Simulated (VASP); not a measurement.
# LaH3O3 (P2_1/m) in VASP: notebook, part 2 of 2

VASP 6.6.1.

## Step 3: Electric field gradients, PBEsol

File INCAR:

```
SYSTEM = LaH3O3
  PREC = Accurate
  ENCUT = 520
  EDIFF = 1E-8
  ISMEAR = -1
  SIGMA = 0.02
  LREAL = .FALSE.
  LASPH = .TRUE.
  NELM = 100
  ALGO = Normal
  ISIF = 2
  LWAVE = .FALSE.
  LCHARG = .FALSE.
  GGA = PS
  LEFG = .TRUE.
  NBANDS = 45
```

File KPOINTS:

```
regular mesh
0
G
  4 6 4
  0 0 0
```

File POSCAR:

```
LaH3O3
1.0
    6.6168440000      0.0000000000      0.0000000000
    0.0000000000      3.8322320000      0.0000000000
   -3.2648680000      0.0000000000      5.8101830000
La H O
2 6 6
Direct
    0.1635890000      0.7500000000      0.8300110000
    0.8364110000      0.2500000000      0.1699890000
    0.6354670000      0.7500000000      0.3513550000
    0.6399060000      0.7500000000      0.8014510000
    0.2160550000      0.7500000000      0.3561090000
    0.3645330000      0.2500000000      0.6486450000
    0.3600940000      0.2500000000      0.1985490000
    0.7839450000      0.2500000000      0.6438910000
    0.5858280000      0.7500000000      0.1874770000
    0.8067310000      0.7500000000      0.9015280000
    0.1052010000      0.7500000000      0.4127210000
    0.4141720000      0.2500000000      0.8125230000
    0.1932690000      0.2500000000      0.0984720000
    0.8947990000      0.2500000000      0.5872790000
```

Potentials or basis: VASP PAW PBE potentials, release 64 (La, H, O).

The run is started by

```console
cat potpaw_PBE.64/La/POTCAR potpaw_PBE.64/H/POTCAR potpaw_PBE.64/O/POTCAR > POTCAR
mpirun -np 1 vasp_std > vasp.out
```

OUTCAR:

```text
SYSTEM = LaH3O3
   PREC = Accurate
   ENCUT = 520
   EDIFF = 1E-8
   ISMEAR = -1
   LREAL = .FALSE.
   LASPH = .TRUE.
   NELM = 100
   ISIF = 2
   GGA = PS

 ion  position               nearest neighbor table
   1  0.164  0.750  0.830-  13 2.56  13 2.56  12 2.57  12 2.57  14 2.58  14 2.58  11 2.61  10 2.63
                             9 2.64
   2  0.836  0.250  0.170-  10 2.56  10 2.56   9 2.57   9 2.57  11 2.58  11 2.58  14 2.61  13 2.63
                            12 2.64
   3  0.635  0.750  0.351-   9 0.97
   4  0.640  0.750  0.801-  10 0.97
   5  0.216  0.750  0.356-  11 0.98
   6  0.365  0.250  0.649-  12 0.97
   7  0.360  0.250  0.199-  13 0.97
   8  0.784  0.250  0.644-  14 0.98
   9  0.586  0.750  0.187-   3 0.97   2 2.57   2 2.57   1 2.64
  10  0.807  0.750  0.902-   4 0.97   2 2.56   2 2.56   1 2.63
  11  0.105  0.750  0.413-   5 0.98   2 2.58   2 2.58   1 2.61
  12  0.414  0.250  0.813-   6 0.97   1 2.57   1 2.57   2 2.64
[... 1425 lines left out ...]
   3     -21.815   -21.409    43.224       0.009
   4     -22.348   -21.710    44.058       0.014
   5     -21.675   -21.125    42.800       0.013
   6     -21.815   -21.409    43.224       0.009
   7     -22.348   -21.710    44.058       0.014
   8     -21.675   -21.125    42.800       0.013
   9     -60.347   -56.896   117.243       0.029
  10     -59.715   -55.051   114.766       0.041
  11     -61.430   -55.796   117.226       0.048
  12     -60.347   -56.896   117.243       0.029
  13     -59.715   -55.051   114.766       0.041
  14     -61.430   -55.796   117.226       0.048
----------------------------------------------------------------------

           NMR quadrupolar parameters

 Cq : quadrupolar parameter    Cq=e*Q*V_zz/h
 eta: asymmetry parameters     (V_yy - V_xx)/ V_zz
 Q  : nuclear electric quadrupole moment in mb (millibarn)
----------------------------------------------------------------------
 ion       Cq(MHz)       eta       Q (mb)
----------------------------------------------------------------------
   1      -0.247       0.119       1.000
   2      -0.247       0.119       1.000
   3       0.105       0.009       1.000
   4       0.107       0.014       1.000
   5       0.103       0.013       1.000
   6       0.105       0.009       1.000
   7       0.107       0.014       1.000
   8       0.103       0.013       1.000
   9       0.283       0.029       1.000
  10       0.278       0.041       1.000
  11       0.283       0.048       1.000
  12       0.283       0.029       1.000
  13       0.278       0.041       1.000
  14       0.283       0.048       1.000
----------------------------------------------------------------------
```

OSZICAR:

```text
N       E                     dE             d eps       ncg     rms          rms(c)
DAV:   1     0.845153219875E+03    0.84515E+03   -0.25796E+04  3735   0.203E+03
DAV:   2     0.166577416699E+03   -0.67858E+03   -0.57555E+03  4009   0.416E+02
DAV:   3    -0.597092974130E+02   -0.22629E+03   -0.20840E+03  4697   0.224E+02
[... 10 lines left out ...]
DAV:  14    -0.893289844130E+02   -0.32319E-06   -0.29615E-05  6264   0.368E-02    0.670E-03
DAV:  15    -0.893289867130E+02   -0.23000E-05   -0.86039E-06  5592   0.156E-02    0.168E-03
DAV:  16    -0.893289868523E+02   -0.13928E-06   -0.12676E-06  6936   0.704E-03    0.874E-04
DAV:  17    -0.893289868648E+02   -0.12531E-07   -0.25332E-07  5800   0.269E-03    0.666E-04
DAV:  18    -0.893289868954E+02   -0.30620E-07   -0.49706E-08  5032   0.156E-03    0.323E-04
DAV:  19    -0.893289868936E+02    0.18454E-08   -0.19669E-08  3624   0.984E-04
   1 F= -.89328987E+02 E0= -.89328987E+02  d E =-.203717E-11
```

Wall time 5.7 min (1 thread of AMD EPYC 9R14 (Zen 4), shared host); peak memory 0.38 GiB.

Results:

- Free energy: -89.3290 eV
- Pressure: -3.5 GPa
- Largest force: 0.664 eV/Å
- Band gap on the k mesh: 3.69 eV
- Largest electric field gradient by atom: La -102.1; H +43.2, +44.1, +42.8 (each value once); O +117.2, +114.8 (each value once) V/Å²

Forces on the atoms (eV/Å):
```
La  -0.005  0.000  0.028
La   0.005  0.000 -0.028
H   -0.085  0.000  0.217
H   -0.274  0.000 -0.316
H    0.171  0.000 -0.020
H    0.085  0.000 -0.217
H    0.274  0.000  0.316
H   -0.171  0.000  0.020
O    0.024  0.000 -0.249
O    0.587  0.000  0.310
O   -0.259  0.000  0.151
O   -0.024  0.000  0.249
O   -0.587  0.000 -0.310
O    0.259  0.000 -0.151
```

Levels at points of the mesh, in eV from the valence-band top:
| k point | band 28 | band 29 | band 30 | band 31 | band 32 | band 33 | band 34 | band 35 | band 36 | band 37 |
| --- | --- | --- | --- | --- | --- | --- | --- | --- | --- | --- |
| (0.00, 0.00, 0.00) | -1.18 | -1.08 | -0.66 | -0.65 | 0.00 | 3.69 | 4.89 | 5.11 | 5.12 | 5.13 |
| (0.50, 0.00, 0.00) | -1.24 | -1.09 | -0.65 | -0.64 | -0.43 | 4.47 | 5.02 | 5.02 | 5.10 | 5.14 |
| (0.00, 0.50, 0.00) | -1.09 | -0.92 | -0.92 | -0.84 | -0.84 | 4.94 | 4.94 | 5.13 | 5.13 | 5.15 |
| (0.50, 0.50, 0.00) | -1.15 | -0.80 | -0.80 | -0.72 | -0.72 | 4.97 | 4.97 | 5.06 | 5.06 | 5.12 |
| (0.00, 0.00, 0.50) | -1.24 | -1.07 | -0.70 | -0.66 | -0.38 | 4.48 | 4.98 | 5.03 | 5.10 | 5.13 |
| (0.50, 0.00, 0.50) | -1.26 | -1.02 | -0.70 | -0.65 | -0.37 | 4.50 | 5.00 | 5.01 | 5.11 | 5.13 |
| (0.00, 0.50, 0.50) | -1.18 | -0.78 | -0.78 | -0.70 | -0.70 | 4.98 | 4.98 | 5.05 | 5.05 | 5.12 |
| (0.50, 0.50, 0.50) | -1.20 | -0.82 | -0.82 | -0.69 | -0.69 | 4.98 | 4.98 | 5.05 | 5.05 | 5.12 |

Electric field gradients, principal values (V/Å²):
| atom | least | middle | greatest (by size) |
| --- | --- | --- | --- |
| 1 La | 44.941 | 57.134 | -102.075 |
| 2 La | 44.941 | 57.134 | -102.075 |
| 3 H | -21.409 | -21.815 | 43.224 |
| 4 H | -21.710 | -22.348 | 44.058 |
| 5 H | -21.125 | -21.675 | 42.800 |
| 6 H | -21.409 | -21.815 | 43.224 |
| 7 H | -21.710 | -22.348 | 44.058 |
| 8 H | -21.125 | -21.675 | 42.800 |
| 9 O | -56.896 | -60.347 | 117.243 |
| 10 O | -55.051 | -59.715 | 114.766 |
| 11 O | -55.796 | -61.430 | 117.226 |
| 12 O | -56.896 | -60.347 | 117.243 |
| 13 O | -55.051 | -59.715 | 114.766 |
| 14 O | -55.796 | -61.430 | 117.226 |

Caveat: the cell stands under tension; without QUAD_EFG the Cq values of the log hold for a quadrupole moment of 1 mb, not for the nuclei; the PAW data sets were made with another functional, which shifts forces and pressure a little; spin-orbit coupling is left out, which moves the levels of the heavy elements. A k mesh can miss the band edges.
